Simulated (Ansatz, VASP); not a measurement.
**HfO2 in VASP and in Ansatz**

```
Hf O
1.0
     3.24011    0.00000    0.00000
    -1.62005    2.80602    0.00000
     0.00000    0.00000    4.66815
Hf O
1 2
Direct
  0.00000 0.00000 0.00000
  0.66667 0.33333 0.79179
  0.33333 0.66667 0.20821
```

Alike in both runs: functional PBE; dispersion D3(BJ); k mesh 6 × 6 × 4; occupations gaussian, width 0.1 eV; no spin polarisation.

Ansatz relaxed the structure, and its values are those at the end. VASP's run is a single point on that final structure, the one shown.

|  | VASP | Ansatz |
| --- | --- | --- |
| version | VASP 6.6.1 | Ansatz 0.2.0 |
| potentials or method | VASP PAW PBE potentials, release 64 (Hf_pv, O), cutoff 520 eV | scalar-relativistic, plane waves, PAW |
| valence electrons in the cell | 22 | 38 |

```tsv
	VASP	Ansatz	Ansatz less VASP
gap on the k mesh at the Fermi level (eV)	4.54	4.51	-0.023
least direct gap on the mesh (eV)	4.96	4.95	-0.013
pressure (GPa)	-2.6	-0.1	+2.44
rms of the force components (eV/Å)	0.099	0.004	-0.0947
```

VASP's potentials hold 22 valence electrons a cell and Ansatz's 38, so a difference there can come from the potentials and not from the codes.

Neither program's run includes spin-orbit coupling.
